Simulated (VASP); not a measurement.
Set up this calculation in VASP 6.6.1, as the native input.

```
Task                   : single point
Functional             : PBE
Potentials or basis    : VASP PAW PBE potentials, release 64 (Pb_d, O)
Cutoff                 : 520 eV
k mesh                 : 6 × 6 × 8
Occupations            : fermi-dirac, width 0.02 eV
Spin                   : no spin polarisation
Dipole correction      : no
Further INCAR settings : ALGO = Normal; EDIFF = 1e-06; NBANDS = 35
```

The structure of PbO2 lies in POSCAR:

```
PbO2
1.0
    4.9838460811      0.0000000000      0.0000000000
    0.0000000000      4.9838460811      0.0000000000
    0.0000000000      0.0000000000      3.3735460800
Pb O
2 4
Direct
    0.0000000000      0.0000000000      0.0000000000
    0.5000000000      0.5000000000      0.5000000000
    0.3070292110      0.3070292110      0.0000000000
    0.1929707890      0.8070292110      0.5000000000
    0.8070292110      0.1929707890      0.5000000000
    0.6929707890      0.6929707890      0.0000000000
```

This cell differs from its parent crystal: uniaxial z strain -1.0%.

These files were run (other wordings do the same):

INCAR

```
  ALGO = Normal
  EDIFF = 1E-6
  ENCUT = 520
  GGA = PE
  ISIF = 2
  ISMEAR = -1
  LASPH = True
  LCHARG = False
  LREAL = False
  LWAVE = False
  NBANDS = 35
  NELM = 80
  PREC = Accurate
  SIGMA = 0.02
```

KPOINTS

```
k-points
0
Gamma
  6 6 8
```

Potentials or basis: VASP PAW PBE potentials, release 64 (Pb_d, O).

The run is started by

```sh
$ cat potpaw_PBE.64/Pb_d/POTCAR potpaw_PBE.64/O/POTCAR > POTCAR
$ mpirun -np 1 vasp_std > vasp.out
```

It gave:

| Item | Value |
| --- | --- |
| Pressure | 8.5 GPa |
| Largest force | 0.058 eV/Å |
| Band gap on the k mesh | 0.10 eV (least direct gap 0.17 eV) |

Caveat: the cell differs from its parent crystal (uniaxial z strain -1.0%); the cell stands under pressure; spin-orbit coupling is left out, which moves the levels of the heavy elements.

Wall time 2.2 min on 1 thread of Intel(R) Xeon(R) Platinum 8259CL CPU @ 2.50GHz (Skylake/Cascade Lake) (shared host), peak memory 0.26 GiB.
